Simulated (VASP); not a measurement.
A run of VASP 6.6.1 is set up as follows.

Contents of POSCAR:

```
SiO2
1.0
    4.9640000000      0.0000000000      0.0000000000
    0.0000000000      4.9640000000      0.0000000000
    0.0000000000      0.0000000000      6.9200000000
Si O
4 8
Direct
    0.3059460563      0.3059460563      0.0000000000
    0.1940539437      0.8059460563      0.2500000000
    0.6940539437      0.6940539437      0.5000000000
    0.8059460563      0.1940539437      0.7500000000
    0.2365625215      0.1180083043      0.1858074241
    0.3819916957      0.7365625215      0.4358074241
    0.7634374785      0.8819916957      0.6858074241
    0.6180083043      0.2634374785      0.9358074241
    0.7365625215      0.3819916957      0.5641925759
    0.8819916957      0.7634374785      0.3141925759
    0.2634374785      0.6180083043      0.0641925759
    0.1180083043      0.2365625215      0.8141925759
```

File INCAR.step1:

```
SYSTEM = SiO2
PREC     = Accurate       ! precision mode
ENCUT    = 520            ! plane-wave cutoff, eV
ISMEAR   = -1             ! smearing method
SIGMA    = 0.02           ! smearing width, eV
LREAL    = .FALSE.        ! projectors in reciprocal space
LASPH    = .TRUE.         ! aspherical terms in the spheres
NELM     = 80             ! most SCF steps
NBANDS   = 44             ! bands
GGA      = PE             ! functional
ALGO     = Normal         ! electronic algorithm
EDIFF    = 1E-4           ! SCF threshold, eV
LWAVE    = .TRUE.         ! write WAVECAR
LCHARG   = .FALSE.        ! write CHGCAR
```

Contents of INCAR.step2:

```
SYSTEM = SiO2
PREC     = Accurate       ! precision mode
ENCUT    = 520            ! plane-wave cutoff, eV
EDIFF    = 1E-8           ! SCF threshold, eV
ISMEAR   = -1             ! smearing method
SIGMA    = 0.02           ! smearing width, eV
LREAL    = .FALSE.        ! projectors in reciprocal space
LASPH    = .TRUE.         ! aspherical terms in the spheres
NELM     = 80             ! most SCF steps
ALGO     = Normal         ! electronic algorithm
ISIF     = 2              ! what is computed and relaxed
LWAVE    = .FALSE.        ! write WAVECAR
LCHARG   = .FALSE.        ! write CHGCAR
METAGGA  = R2SCAN         ! meta-GGA
LMIXTAU  = .TRUE.       
LEFG     = .TRUE.       
NBANDS   = 44             ! bands
ISTART   = 1
```

Contents of KPOINTS:

```
regular mesh
0
G
  5 5 4
  0 0 0
```

Potentials or basis: VASP PAW PBE potentials, release 64 (Si, O).

The run is started by

```console
$ cat potpaw_PBE.64/Si/POTCAR potpaw_PBE.64/O/POTCAR > POTCAR
$ cp INCAR.step1 INCAR
$ mpirun -np 1 vasp_std > vasp.out
$ cp INCAR.step2 INCAR
$ mpirun -np 1 vasp_std > vasp.out
```

Problem. What does it give for the band gap on the k mesh?

Solution. 6.27 eV.

Problem. Predict the pressure.

Solution. -3.3 GPa.

Stress tensor (GPa, compression positive):
```
-3.03  0.00  0.00
 0.00 -3.03  0.00
 0.00  0.00 -3.76
```

Caveat: the cell stands under tension; without QUAD_EFG the Cq values of the log hold for a quadrupole moment of 1 mb, not for the nuclei; the PAW data sets were made with another functional, which shifts forces and pressure a little. A k mesh can miss the band edges.
